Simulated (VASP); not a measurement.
# GeSb4Te7 (P-3m1) in VASP: a series of runs

Aim: see how the results for GeSb4Te7 move with the level of theory and the settings. Levels: PBE+D4, LDA. Tasks: single point.

All numbers are computed with VASP 6.6.1; they aren't measurements. Logs are shortened: lines on timing, memory, paths and dates and some standing lists are left out, and cuts for length are marked.

## (1) The cell of the first run

Symmetry: P-3m1, No. 164, trigonal system. The conventional cell has a = 4.255 Å, b = 4.255 Å, c = 23.442 Å, α = 90.00°, β = 90.00°, γ = 120.00°. Ge (site symmetry -3m) has 6 Te at 2.97 Å within 3.9 Å. Within 4.0 Å of Sb (site symmetry 3m) lie 6 Te at 3.00 to 3.15 Å. Sb (site symmetry 3m) has 6 Te at 3.00 to 3.16 Å within 3.9 Å. Te (site symmetry 3m) has 3 Sb at 3.00 Å and 3 Te at 3.62 Å within 4.0 Å. Within 3.9 Å of Te (site symmetry 3m) lie 3 Sb at 3.00 Å and 3 Te at 3.62 Å. Te (site symmetry 3m) has 3 Ge at 2.97 Å and 3 Sb at 3.16 Å within 3.9 Å. Within 4.5 Å of Te (site symmetry -3m) lie 6 Sb at 3.15 Å and 12 Te at 4.26 to 4.43 Å.

## (2) Single point, PBE+D4

INCAR

```
SYSTEM = GeSb4Te7
ALGO     = Normal         ! electronic algorithm
EDIFF    = 1E-6           ! SCF threshold, eV
ENCUT    = 520            ! plane-wave cutoff, eV
GGA      = PE             ! functional
ISIF     = 2              ! what is computed and relaxed
ISMEAR   = -1             ! smearing method
IVDW     = 13             ! dispersion correction
LASPH    = .TRUE.         ! aspherical terms in the spheres
LCHARG   = .FALSE.        ! write CHGCAR
LREAL    = .FALSE.        ! projectors in reciprocal space
LWAVE    = .FALSE.        ! write WAVECAR
NBANDS   = 50             ! bands
NELM     = 80             ! most SCF steps
PREC     = Accurate       ! precision mode
SIGMA    = 0.02           ! smearing width, eV
```

KPOINTS

```
k-points
0
G
  6 6 2
  0 0 0
```

POSCAR

```
GeSb4Te7
1.0
    4.2551879525      0.0000000000      0.0000000000
   -2.1275939762      3.6851008647      0.0000000000
    0.0000000000      0.0000000000     23.4421434903
Ge Sb Te
1 4 7
Direct
    0.0000000000      0.0000000000      0.5000000000
    0.6666666667      0.3333333333      0.9161089866
    0.3333333333      0.6666666667      0.3441381757
    0.3333333333      0.6666666667      0.0838910134
    0.6666666667      0.3333333333      0.6558618243
    0.3333333333      0.6666666667      0.8426454185
    0.6666666667      0.3333333333      0.1573545815
    0.0000000000      0.0000000000      0.7290039575
    0.6666666667      0.3333333333      0.4290274579
    0.3333333333      0.6666666667      0.5709725421
    0.0000000000      0.0000000000      0.0000000000
    0.0000000000      0.0000000000      0.2709960425
```

Potentials or basis: VASP PAW PBE potentials, release 64 (Ge_d, Sb, Te).

Launch:

```
$ cat potpaw_PBE.64/Ge_d/POTCAR potpaw_PBE.64/Sb/POTCAR potpaw_PBE.64/Te/POTCAR > POTCAR
$ mpirun -np 1 vasp_std > vasp.out
```

OUTCAR:

```text
SYSTEM = GeSb4Te7
   EDIFF = 1E-6
   ENCUT = 520
   GGA = PE
   ISIF = 2
   ISMEAR = -1
   IVDW = 13
   LASPH = .TRUE.
   LREAL = .FALSE.
   NELM = 80
   PREC = Accurate

 ion  position               nearest neighbor table
   1  0.000  0.000  0.500-   9 2.97  10 2.97  10 2.97   9 2.97   9 2.97  10 2.97
   2  0.667  0.333  0.916-   6 3.00   6 3.00   6 3.00  11 3.15  11 3.15  11 3.15
   3  0.333  0.667  0.344-  12 3.00  12 3.00  12 3.00   9 3.16   9 3.16   9 3.16
   4  0.333  0.667  0.084-   7 3.00   7 3.00   7 3.00  11 3.15  11 3.15  11 3.15
   5  0.667  0.333  0.656-   8 3.00   8 3.00   8 3.00  10 3.16  10 3.16  10 3.16
   6  0.333  0.667  0.843-   2 3.00   2 3.00   2 3.00   8 3.62   8 3.62   8 3.62
   7  0.667  0.333  0.157-   4 3.00   4 3.00   4 3.00  12 3.62  12 3.62  12 3.62
   8  0.000  0.000  0.729-   5 3.00   5 3.00   5 3.00   6 3.62   6 3.62   6 3.62
   9  0.667  0.333  0.429-   1 2.97   1 2.97   1 2.97   3 3.16   3 3.16   3 3.16
  10  0.333  0.667  0.571-   1 2.97   1 2.97   1 2.97   5 3.16   5 3.16   5 3.16
  11  0.000  0.000  0.000-   2 3.15   4 3.15   4 3.15   2 3.15   2 3.15   4 3.15
  12  0.000  0.000  0.271-   3 3.00   3 3.00   3 3.00   7 3.62   7 3.62   7 3.62

  LATTYP: Found a hexagonal cell.
 ALAT       =     4.2551879525
 C/A-ratio  =     5.5090735714

  Lattice vectors:

 A1 = (   4.2551879525,   0.0000000000,   0.0000000000)
 A2 = (  -2.1275939762,   3.6851008647,   0.0000000000)
 A3 = (   0.0000000000,   0.0000000000,  23.4421434903)

Analysis of symmetry for initial positions (statically):
=====================================================================
 Subroutine PRICEL returns:
 Original cell was already a primitive cell.

 Routine SETGRP: Setting up the symmetry group for a
 hexagonal supercell.

 Subroutine GETGRP returns: Found 12 space group operations
 (whereof 12 operations were pure point group operations)
 out of a pool of 24 trial point group operations.

The static configuration has the point symmetry D_3d.

Analysis of symmetry for dynamics (positions and initial velocities):
=====================================================================
 Subroutine PRICEL returns:
 Original cell was already a primitive cell.

 Routine SETGRP: Setting up the symmetry group for a
 hexagonal supercell.

 Subroutine GETGRP returns: Found 12 space group operations
 (whereof 12 operations were pure point group operations)
 out of a pool of 24 trial point group operations.

The dynamic configuration has the point symmetry D_3d.

 Subroutine INISYM returns: Found 12 space group operations
 (whereof 12 operations are pure point group operations),
 and found     1 'primitive' translations

----------------------------------------------------------------------------------------

                                     Primitive cell

  volume of cell :     367.5915

  direct lattice vectors                    reciprocal lattice vectors
     4.255187953  0.000000000  0.000000000     0.235007246  0.135681496  0.000000000
    -2.127593976  3.685100865  0.000000000     0.000000000  0.271362993  0.000000000
     0.000000000  0.000000000 23.442143490     0.000000000  0.000000000  0.042658215

  length of vectors
     4.255187953  4.255187952 23.442143490     0.271362993  0.271362993  0.042658215

  position of ions in fractional coordinates (direct lattice)
     0.000000000  0.000000000  0.500000000
     0.666666667  0.333333333  0.916108987
     0.333333333  0.666666667  0.344138176
     0.333333333  0.666666667  0.083891013
     0.666666667  0.333333333  0.655861824
     0.333333333  0.666666667  0.842645418
     0.666666667  0.333333333  0.157354582
     0.000000000  0.000000000  0.729003957
     0.666666667  0.333333333  0.429027458
     0.333333333  0.666666667  0.570972542
     0.000000000  0.000000000  0.000000000
     0.000000000  0.000000000  0.270996043

  ion indices of the primitive-cell ions
   primitive index   ion index
                 1           1
                 2           2
                 3           3
                 4           4
                 5           5
                 6           6
                 7           7
                 8           8
                 9           9
                10          10
                11          11
                12          12

----------------------------------------------------------------------------------------

 KPOINTS: k-points

Automatic generation of k-mesh.
 Grid dimensions read from file:
 generate k-points for:    6    6    2

 Generating k-lattice:

  Cartesian coordinates                     Fractional coordinates (reciprocal lattice)
     0.039167874  0.022613583  0.000000000     0.166666667  0.000000000  0.000000000
     0.000000000  0.045227165  0.000000000     0.000000000  0.166666667  0.000000000
     0.000000000  0.000000000  0.021329108     0.000000000  0.000000000  0.500000000

  Length of vectors
     0.045227165  0.045227165  0.021329108

  Shift w.r.t. Gamma in fractional coordinates (k-lattice)
     0.000000000  0.000000000  0.000000000

 Subroutine IBZKPT returns following result:
 ===========================================

 Found     14 irreducible k-points:

 Following reciprocal coordinates:
            Coordinates               Weight
  0.000000  0.000000  0.000000      1.000000
  0.166667  0.000000  0.000000      6.000000
  0.333333 -0.000000  0.000000      6.000000
  0.500000 -0.000000  0.000000      3.000000
  0.166667  0.166667  0.000000      6.000000
  0.333333  0.166667  0.000000     12.000000
  0.333333  0.333333  0.000000      2.000000
  0.000000  0.000000  0.500000      1.000000
  0.166667  0.000000  0.500000      6.000000
  0.333333 -0.000000  0.500000      6.000000
  0.500000 -0.000000  0.500000      3.000000
  0.166667  0.166667  0.500000      6.000000
  0.333333  0.166667  0.500000     12.000000
  0.333333  0.333333  0.500000      2.000000
   k-points           NKPTS =     14   k-points in BZ     NKDIM =     14   number of bands    NBANDS=     50
   number of dos      NEDOS =    301   number of ions     NIONS =     12
   total plane-waves  NPLWV = 184320
   dimension x,y,z NGX =    32 NGY =   32 NGZ =  180
   dimension x,y,z NGXF=    64 NGYF=   64 NGZF=  360
   ions per type =               1   4   7
   NGX,Y,Z   is equivalent  to a cutoff of  12.50, 12.50, 12.77 a.u.
   NGXF,Y,Z  is equivalent  to a cutoff of  25.00, 25.00, 25.53 a.u.
 SYSTEM =  GeSb4Te7
   PREC   = accura    normal or accurate (medium, high low for compatibility)
   ISTART =      0    job   : 0-new  1-cont  2-samecut
   ICHARG =      2    charge: 1-file 2-atom 10-const
   ISPIN  =      1    spin polarized calculation?
   LNONCOLLINEAR =      F non collinear calculations
   LSORBIT =      F    spin-orbit coupling
   LASPH  =      T    aspherical Exc in radial PAW
   ENCUT  =  520.0 eV  38.22 Ry    6.18 a.u.   7.91  7.91 43.59*2*pi/ulx,y,z
   NELM   =     80;   NELMIN=  2; NELMDL= -5     # of ELM steps
   EDIFF  = 0.1E-05   stopping-criterion for ELM
   LREAL  =      F    real-space projection
   EDIFFG = 0.1E-04   stopping-criterion for IOM
   NSW    =      0    number of steps for IOM
   IBRION =     -1    ionic relax: 0-MD 1-quasi-New 2-CG
   NFREE  =      0    steps in history (QN), initial steepest desc. (CG)
   ISIF   =      2    stress and relaxation
   ISYM   =      2    0-nonsym 1-usesym 2-fastsym
   POTIM  = 0.5000    time-step for ionic-motion
   TEBEG  =    0.0;   TEEND  =   0.0 temperature during run
   PSTRESS=    0.0 pullay stress
   NELECT =      76.0000    total number of electrons
   NUPDOWN=      -1.0000    fix difference up-down
   EMIN   =  10.00;   EMAX   =-10.00  energy-range for DOS
   EFERMI =   0.00;   METHOD = LEGACY
   ISMEAR =    -1;   SIGMA  =   0.02  broadening in eV -4-tet -1-fermi 0-gaus
   EFERMI_NEDOS =   21; number of points for ismear=-14 and -15
   IALGO  =     38    algorithm
   IMIX   =      4    mixing-type and parameters
     AMIX     =   0.40;   BMIX     =  1.00
     AMIX_MAG =   1.60;   BMIX_MAG =  1.00
  volume/ion in A,a.u.               =      30.63       206.72
  Fermi-wavevector in a.u.,A,eV,Ry     =   0.968035  1.829320 12.749897  0.937091
  Thomas-Fermi vector in A             =   2.097970
   LORBIT       =      0    0 simple, 1 ext, 2 COOP (PROOUT), +10 PAW based schemes
   GGA     = PE    functional components
   LHFCALC =     F    Hartree Fock is set to
   AEXX    =    0.0000 exact exchange contribution
   IVDW    =    13    specifies the selected vdW correction
   LEPSILON=     F    determine dielectric tensor
   LRPA    =     F    only Hartree local field effects (RPA)
 non-spin polarized calculation
  energy-cutoff  :      520.00
  volume of cell :      367.59
 maximum number of plane-waves:      9954
 NGX is ok and might be reduce to    32
   NGX = 15   NGY = 15   NGZ = 87

 number of electron      76.0000023 magnetization

 Free energy of the ion-electron system (eV)
  ---------------------------------------------------
  ext. energy  EPLUGINS =         0.00000000
  ---------------------------------------------------
  free energy    TOTEN  =       -44.38566389 eV

  energy without entropy =      -44.38512144  energy(sigma->0) =      -44.38539266

 E-fermi :   6.9696     XC(G=0):  -9.4613

 val. band max:        6.9339648406   @ k =   0.0000   0.0000   0.5000
 cond. band min:       7.0162889809   @ k =   0.0000   0.0000   0.5000
 fundamental gap:      0.0823241403
 Fermi energy:         6.9695763623

 k-point     1 :       0.0000    0.0000    0.0000
  band No.  band energies     occupation
      1     -18.1472      2.00000
      2     -18.1472      2.00000
      3     -18.1410      2.00000
      4     -18.1399      2.00000
      5     -18.1399      2.00000
      6      -6.5976      2.00000
[... 42 lines left out ...]
     49       8.4044      0.00000
     50       8.5478      0.00000
[... 687 lines left out ...]
     49      10.7507      0.00000
     50      10.7507      0.00000

------------------------ aborting loop because EDIFF is reached ----------------------------------------

  DFT-D4 for vdW energy calculation

  Edisp (eV):   -5.87978

  FORCE on cell =-STRESS in cart. coord.  units (eV):
  Direction    XX          YY          ZZ          XY          YZ          ZX
  --------------------------------------------------------------------------------------
  -------------------------------------------------------------------------------------
  Total      -0.13036    -0.13036    -0.10990    -0.00000     0.00000    -0.00000
  in kB      -0.56818    -0.56818    -0.47900    -0.00000     0.00000    -0.00000
  external pressure =       -0.54 kB  Pullay stress =        0.00 kB

 VOLUME and BASIS-vectors are now :
 -----------------------------------------------------------------------------
  energy-cutoff  :      520.00
  volume of cell :      367.59
      direct lattice vectors                 reciprocal lattice vectors
     4.255187953  0.000000000  0.000000000     0.235007246  0.135681496  0.000000000
    -2.127593976  3.685100865  0.000000000     0.000000000  0.271362993  0.000000000
     0.000000000  0.000000000 23.442143490     0.000000000  0.000000000  0.042658215

 POSITION                                       TOTAL-FORCE (eV/Angst)
 -----------------------------------------------------------------------------------
      0.00000      0.00000     11.72107         0.000000      0.000000      0.000000
      2.12759      1.22837     21.47556         0.000000      0.000000      0.029159
     -0.00000      2.45673      8.06734         0.000000      0.000000      0.021760
     -0.00000      2.45673      1.96659         0.000000     -0.000000     -0.029159
      2.12759      1.22837     15.37481         0.000000     -0.000000     -0.021760
     -0.00000      2.45673     19.75341         0.000000      0.000000     -0.018052
      2.12759      1.22837      3.68873         0.000000     -0.000000      0.018052
      0.00000      0.00000     17.08942         0.000000      0.000000      0.016510
      2.12759      1.22837     10.05732        -0.000000      0.000000     -0.012491
     -0.00000      2.45673     13.38482        -0.000000     -0.000000      0.012491
      0.00000      0.00000      0.00000         0.000000      0.000000      0.000000
      0.00000      0.00000      6.35273        -0.000000      0.000000     -0.016510
 -----------------------------------------------------------------------------------
    total drift:                               -0.000000     -0.000000      0.000000

  FREE ENERGIE OF THE ION-ELECTRON SYSTEM (eV)
  ---------------------------------------------------
  free  energy   TOTEN  =       -50.2654458643 eV

  energy  without entropy=      -50.2649034194  energy(sigma->0) =      -50.26517464
```

It took 11 min on 1 thread of Intel Xeon Platinum 8259CL at 2.50GHz (Skylake/Cascade Lake), shared host; peak memory 0.56 GiB.

What came out:

```
Free energy                : -50.2654 eV
Pressure                   : -0.1 GPa
Largest force              : 0.029 eV/Å
Band gap on the k mesh     : 0.08 eV
Dispersion energy per atom : -0.490 eV
```

Forces in eV/Å, atoms in the order of the input:
```
Ge   0.000  0.000  0.000
Sb   0.000  0.000  0.029
Sb   0.000  0.000  0.022
Sb   0.000  0.000 -0.029
Sb   0.000  0.000 -0.022
Te   0.000  0.000 -0.018
Te   0.000  0.000  0.018
Te   0.000  0.000  0.017
Te   0.000  0.000 -0.012
Te   0.000  0.000  0.012
Te   0.000  0.000  0.000
Te   0.000  0.000 -0.017
```

Caveat: spin-orbit coupling is left out, which moves the levels of the heavy elements. A k mesh can miss the band edges.

## (3) Single point, LDA

This run uses another cell than the first one, of 31.81 Å³/atom.

INCAR

```
SYSTEM = GeSb4Te7
  PREC = Accurate
  ENCUT = 520
  EDIFF = 1E-6
  ISMEAR = 0
  SIGMA = 0.01
  LREAL = .False.
  LASPH = .True.
  NELM = 80
  ALGO = Normal
  ISIF = 2
  LWAVE = .False.
  LCHARG = .False.
  GGA = CA
  NBANDS = 50
```

KPOINTS

```
regular mesh
0
Gamma
  12 12 2
  0 0 0
```

POSCAR

```
GeSb4Te7
1.0
    4.2656559796      0.0000000000      0.0000000000
   -2.1328279898      3.6941664421      0.0000000000
    0.0000000000      0.0000000000     24.2241478557
Ge Sb Te
1 4 7
Direct
    0.0000000000      0.0000000000      0.5000000000
    0.6666666667      0.3333333333      0.9182117396
    0.3333333333      0.6666666667      0.3480243046
    0.3333333333      0.6666666667      0.0817882604
    0.6666666667      0.3333333333      0.6519756954
    0.3333333333      0.6666666667      0.8477998835
    0.6666666667      0.3333333333      0.1522001165
    0.0000000000      0.0000000000      0.7219453688
    0.6666666667      0.3333333333      0.4308888333
    0.3333333333      0.6666666667      0.5691111667
    0.0000000000      0.0000000000      0.0000000000
    0.0000000000      0.0000000000      0.2780546312
```

Potentials or basis: VASP PAW LDA potentials, release 64 (Ge_d, Sb, Te).

Launch:

```
$ cat potpaw_LDA.64/Ge_d/POTCAR potpaw_LDA.64/Sb/POTCAR potpaw_LDA.64/Te/POTCAR > POTCAR
$ mpirun -np 1 vasp_std > vasp.out
```

Wall time 21 min (1 thread of Oxide Virtual Turin-like, shared host); peak memory 0.73 GiB.

The run converged. Its results:

| Item | Value |
| --- | --- |
| Free energy | -52.2639 eV |
| Pressure | -1.8 GPa |
| Largest force | 0.056 eV/Å |
| Band gap on the k mesh | 0.26 eV |

Forces in eV/Å, atoms in the order of the input:
```
Ge   0.000  0.000  0.000
Sb   0.000  0.000  0.019
Sb   0.000  0.000  0.056
Sb   0.000  0.000 -0.019
Sb   0.000  0.000 -0.056
Te   0.000  0.000  0.008
Te   0.000  0.000 -0.008
Te   0.000  0.000  0.020
Te   0.000  0.000 -0.013
Te   0.000  0.000  0.013
Te   0.000  0.000  0.000
Te   0.000  0.000 -0.020
```

Stress tensor (GPa, compression positive):
```
-1.71  0.00  0.00
 0.00 -1.71  0.00
 0.00  0.00 -2.06
```

Levels at points of the mesh, in eV from the valence-band top:
| k point | band 35 | band 36 | band 37 | band 38 | band 39 | band 40 | band 41 | band 42 |
| --- | --- | --- | --- | --- | --- | --- | --- | --- |
| (0.00, 0.00, 0.00) | -1.14 | -1.14 | -0.32 | -0.10 | 0.41 | 0.45 | 0.53 | 0.53 |
| (0.50, 0.00, 0.00) | -1.40 | -1.34 | -1.06 | -0.96 | 0.75 | 0.75 | 1.08 | 1.23 |
| (0.00, 0.00, 0.50) | -1.11 | -0.98 | -0.39 | 0.00 | 0.26 | 0.47 | 0.47 | 0.56 |
| (0.50, 0.00, 0.50) | -1.51 | -1.23 | -1.10 | -0.64 | 0.41 | 0.65 | 0.92 | 1.07 |

Caveat: spin-orbit coupling is left out, which moves the levels of the heavy elements. A k mesh can miss the band edges.
